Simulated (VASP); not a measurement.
The system is In2Te2O.

```
In Te O
1.0
     4.39468    0.02466   -0.02038
    -2.17598    3.90776   -0.02611
    -0.09646   -0.19837   20.92979
In Te O
4 4 2
Direct
  0.99942 0.96740 0.40721
  0.00621 0.98509 0.91028
  0.02577 0.01331 0.08966
  0.99922 0.99004 0.59475
  0.33353 0.68446 0.15960
  0.28191 0.64248 0.65629
  0.64362 0.33179 0.33931
  0.67422 0.34068 0.84728
  0.03055 0.05132 0.99992
  0.00554 0.99343 0.49570
```

```yaml
Program: VASP 6.6.1
Task: relaxation of cell and atoms
Functional: PBE
Potentials_or_basis: VASP PAW PBE potentials, release 64 (In_d, Te, O)
Cutoff: 600 eV
k_mesh: 3 × 3 × 1
Occupations: gaussian, width 0.1 eV
Spin: no spin polarisation
```

At the start: pressure 1.3 GPa; volume 36.05 Å³/atom.

Where does the relaxation end?

Over 46 steps the energy falls by 83.2 meV/atom and the volume is 34.73 Å³/atom (-3.7 %); space group P1 (No. 1, to 0.1 Å) before and after.

The path:
```
step  energy change (eV)  largest force (eV/Å)  pressure (GPa)  volume (Å³)
   1              0.0000                4.3712            1.31       360.52
   3             -0.4616                0.8481           -0.52       366.12
   5             -0.5881                0.6422           -0.02       362.17
   7             -0.6572                1.1898            0.17       360.88
   9             -0.7056                0.3721           -0.10       363.02
  11             -0.7098                0.5676            0.11       362.40
  13             -0.7171                0.1607            0.00       362.72
  15             -0.7215                0.1407           -0.08       362.77
  17             -0.7243                0.2301           -0.13       362.48
  19             -0.7362                0.2134           -0.02       360.12
  21             -0.7385                0.2671            0.03       358.66
  23             -0.7492                0.4610            0.14       357.09
  25             -0.7699                0.2921           -0.10       356.72
  27             -0.7742                0.2669           -0.26       356.52
  29             -0.7884                0.3921            0.05       352.48
  31             -0.8005                0.2262            0.23       349.53
  33             -0.8122                0.1992           -0.10       350.76
  35             -0.8156                0.1589           -0.03       350.20
  37             -0.8219                0.1190            0.08       348.30
  39             -0.8244                0.1287           -0.06       348.70
  41             -0.8277                0.0915           -0.04       348.23
  43             -0.8305                0.1324            0.05       347.07
  45             -0.8314                0.0369            0.00       347.19
  46             -0.8317                0.0237            0.00       347.26
```

Final structure:
```
CELL_PARAMETERS angstrom
4.48237 -0.00920 -0.00248
-2.25013 3.86676 0.01763
0.00009 0.08207 20.05973
ATOMIC_POSITIONS crystal
In 0.95528 0.96503 0.40439
In 0.99330 0.96624 0.90699
In 0.00202 0.98494 0.09571
In 0.94430 0.96441 0.59312
Te 0.33682 0.65827 0.16002
Te 0.28570 0.63564 0.65762
Te 0.63253 0.30573 0.34004
Te 0.66464 0.31080 0.84265
O 0.06532 0.14472 0.00051
O 0.12009 0.06421 0.49894
```

Caveat: the k points lie up to 0.54 Å⁻¹ apart in the final cell.
